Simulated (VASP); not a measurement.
A run of VASP 6.6.1 is set up as follows.

The input INCAR:

```
SYSTEM = Al
  ALGO = Fast
  EDIFF = 1E-6
  ENCUT = 520
  GGA = PE
  ISIF = 2
  ISMEAR = 0
  LASPH = .True.
  LCHARG = .False.
  LREAL = .False.
  LWAVE = .False.
  NBANDS = 10
  NELM = 100
  PREC = Accurate
  SIGMA = 0.15
```

File KPOINTS:

```
k-points
0
Gamma
  20 20 12
  0 0 0
```

File POSCAR:

```
Al
1.0
   -1.5743227167      1.5743227167      1.6175102401
    1.5743227167     -1.5743227167      1.6175102401
    3.1486454333      3.1486454333      0.0000000000
Al
2
Direct
    0.0977047079     -0.0977047079      0.0000000000
    0.4022952921      0.5977047079      0.5000000000
```

Potentials or basis: VASP PAW PBE potentials, release 64 (Al).

Run with:

```bash
$ cat potpaw_PBE.64/Al/POTCAR > POTCAR
$ mpirun -np 1 vasp_std > vasp.out
```

What does it give for the band gap on the k mesh?

Zero (band 3 reaches 13.51 eV, above the bottom of band 4 at 4.40 eV).

Estimate the pressure.

6.8 GPa.

What does it give for the largest force?

0.538 eV/Å.

Stress tensor (GPa, compression positive):
```
 9.68 -0.05  0.00
-0.05  9.68  0.00
 0.00  0.00  1.07
```
